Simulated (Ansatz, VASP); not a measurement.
## Si2W in VASP and in Ansatz

File INCAR:

```
PREC = Accurate ; ENCUT = 520
EDIFF = 1E-6 ; ISMEAR = 0
SIGMA = 0.15 ; LREAL = F
LASPH = T ; NELM = 80
ALGO = Normal ; ISIF = 2
LWAVE = F ; LCHARG = F
GGA = PE ; NBANDS = 18
```

The input KPOINTS:

```
Automatic mesh
0
Gamma
  18 18 18
```

The input POSCAR:

```
Si2W
1.0
   -1.5705355019      1.5705355019      4.1576786341
    1.5705355019     -1.5705355019      4.1576786341
    1.5705355019      1.5705355019     -4.1576786341
Si W
2 1
Direct
    0.3345726944      0.3345726944      0.0000000000
    0.6654273056      0.6654273056      0.0000000000
    0.0000000000      0.0000000000      0.0000000000
```

Input for Ansatz:

```yaml
crystal:
  lattice:
    - [-1.5705355019, 1.5705355019, 4.1576786341]
    - [1.5705355019, -1.5705355019, 4.1576786341]
    - [1.5705355019, 1.5705355019, -4.1576786341]
  atoms:
    - { symbol: Si, position: [0.3345726944, 0.3345726944, 0.0] }
    - { symbol: Si, position: [0.6654273056, 0.6654273056, 0.0] }
    - { symbol: W, position: [0.0, 0.0, 0.0] }
basis:
  ecutwfc: 420
kpoints:
  mp_grid: { grid: [18, 18, 18] }
hamiltonian:
  xc: pbe
  pseudopotentials: { kind: paw, azcp: { folder: soft_1 } }
scf:
  occupations: { method: gaussian, width: 0.15 }
output:
  forces: true
  stress: true
  eigenvalues: true
```

Alike in both runs: task single point; functional PBE; k mesh 18 × 18 × 18; occupations gaussian, width 0.15 eV; no spin polarisation.

|  | VASP | Ansatz |
| --- | --- | --- |
| version | VASP 6.6.1 | Ansatz 0.2.0 |
| potentials or method | VASP PAW PBE potentials, release 64 (Si, W_sv), cutoff 520 eV | scalar-relativistic, plane waves, PAW |
| valence electrons in the cell | 22 | 22 |

```csv
,VASP,Ansatz,Ansatz less VASP
gap on the k mesh at the Fermi level (eV),none,none,-
pressure (GPa),0.1,0.1,-0.01
"traceless stress, the component that is largest in VASP (GPa)",-18.88,-18.82,+0.058
rms of the force components (eV/Å),0.022,0.024,+0.0024
```

Atom by atom the forces differ by 0.002 eV/Å (rms over components). A gap of «none» marks a metal or a gap that the smearing closes.

Spin-orbit coupling is off throughout.
